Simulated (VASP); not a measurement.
MnMo7S16: single point with PBEsol

The system is MnMo7S16.

```xyz
24
Lattice="6.3380 0.0000 0.0000 -3.1690 5.4889 0.0000 0.0000 0.0000 12.3240" Properties=species:S:1:pos:R:3 pbc="T T T"
Mn    0.0000    1.8296    3.0810
Mo   -1.5699    4.5825    3.0810
Mo    3.1690    1.8127    3.0810
Mo    1.5699    4.5825    3.0810
Mo    1.5850    0.9145    9.2430
Mo    0.0000    3.6598    9.2430
Mo    4.7530    0.9145    9.2430
Mo    3.1690    3.6592    9.2430
S     0.0000    1.8296    7.6951
S    -1.5845    4.5740    7.6942
S     3.1690    1.8297    7.6942
S     1.5845    4.5740    7.6942
S     1.6037    0.9037    1.5265
S     0.0000    3.6814    1.5265
S     4.7343    0.9037    1.5265
S     3.1690    3.6592    1.5445
S     0.0000    1.8296   10.7909
S    -1.5845    4.5740   10.7918
S     3.1690    1.8297   10.7918
S     1.5845    4.5740   10.7918
S     1.6037    0.9037    4.6355
S     0.0000    3.6814    4.6355
S     4.7343    0.9037    4.6355
S     3.1690    3.6592    4.6175
```

* Program: VASP 6.6.1
* Task: single point
* Functional: PBEsol
* Potentials or basis: VASP PAW PBE potentials, release 64 (Mn_pv, Mo_sv, S)
* Cutoff: 520 eV
* k mesh: 3 × 3 × 2
* Occupations: gaussian, width 0.05 eV
* Spin: collinear spin, ferromagnetic start
* Starting moments: [3.0, 0.0, 0.0, 0.0, 0.0, 0.0, 0.0, 0.0, 0.0, 0.0, 0.0, 0.0, 0.0, 0.0, 0.0, 0.0, 0.0, 0.0, 0.0, 0.0, 0.0, 0.0, 0.0, 0.0] μB
* Dipole correction: no
* Further INCAR settings: LREAL = Auto; ALGO = Normal; EDIFF = 1e-06; NBANDS = 126

The pressure is -2.9 GPa and the largest force is 1.042 eV/Å. The band gap on the k mesh is zero (filled and empty bands overlap) and the net moment is -1.00 μB per cell. The site moments are Mn -1.57; Mo +0.07, -0.00 (each value once); S +0.00, +0.04, +0.01 (each value once) μB and the valence electrons inside the program's atomic spheres are Mn 11.63; Mo 12.49, 12.50 (each value once); S 3.68, 3.65 (each value once).

Forces in eV/Å, atoms in the order of the input:
```
Mn   0.000  0.000  0.000
Mo  -0.229 -0.132  0.000
Mo   0.000  0.265  0.000
Mo   0.229 -0.132  0.000
Mo  -0.014  0.008  0.000
Mo   0.000 -0.017  0.000
Mo   0.014  0.008  0.000
Mo   0.000  0.000  0.000
S    0.000  0.000 -0.013
S    0.006  0.004 -0.021
S    0.000 -0.007 -0.021
S   -0.006  0.004 -0.021
S   -0.719  0.415  0.630
S    0.000 -0.830  0.630
S    0.719  0.415  0.630
S    0.000  0.000  0.010
S    0.000  0.000  0.013
S    0.006  0.004  0.021
S    0.000 -0.007  0.021
S   -0.006  0.004  0.021
S   -0.719  0.415 -0.630
S    0.000 -0.830 -0.630
S    0.719  0.415 -0.630
S    0.000  0.000 -0.010
```

Stress tensor (GPa, compression positive):
```
-3.43  0.00  0.00
 0.00 -3.43  0.00
 0.00  0.00 -1.86
```

Levels at points of the mesh, in eV from the Fermi level:
Spin up:
```tsv
k point	band 99	band 100	band 101	band 102	band 103	band 104	band 105	band 106	band 107	band 108
(0.00, 0.00, 0.00)	-1.58	-1.54	-1.49	-1.25	-0.30	0.69	0.69	1.07	1.23	1.29
(0.00, 0.00, 0.50)	-1.61	-1.61	-1.44	-0.55	-0.54	0.69	0.69	1.10	1.23	1.28
```
Spin down:
```tsv
k point	band 102	band 103	band 104	band 105	band 106	band 107	band 108	band 109
(0.00, 0.00, 0.00)	-1.47	-0.50	-0.21	-0.21	0.66	0.83	0.83	1.27
(0.00, 0.00, 0.50)	-0.87	-0.55	-0.21	-0.21	0.68	0.84	0.84	1.29
```

Run time: 7.9 min on 1 × NVIDIA H100 80GB with 1 thread of AMD EPYC 7R13 Processor (Zen 3), on a shared host, peak memory 1.8 GiB.

Caveat: the k points lie up to 0.38 Å⁻¹ apart; the PAW data sets were made with another functional, which shifts forces and pressure a little; this functional lacks dispersion, which binds layers or chains, so the pressure and a relaxed spacing across them are unreliable; a cell with one magnetic atom can't hold antiferromagnetic order, which such compounds often take; semilocal functionals often make such compounds metallic where correlation or magnetic order opens a gap, which also shifts bond lengths. With open d or f shells a metallic result of PBEsol can be an artefact of self-interaction; +U or a hybrid may open a gap.
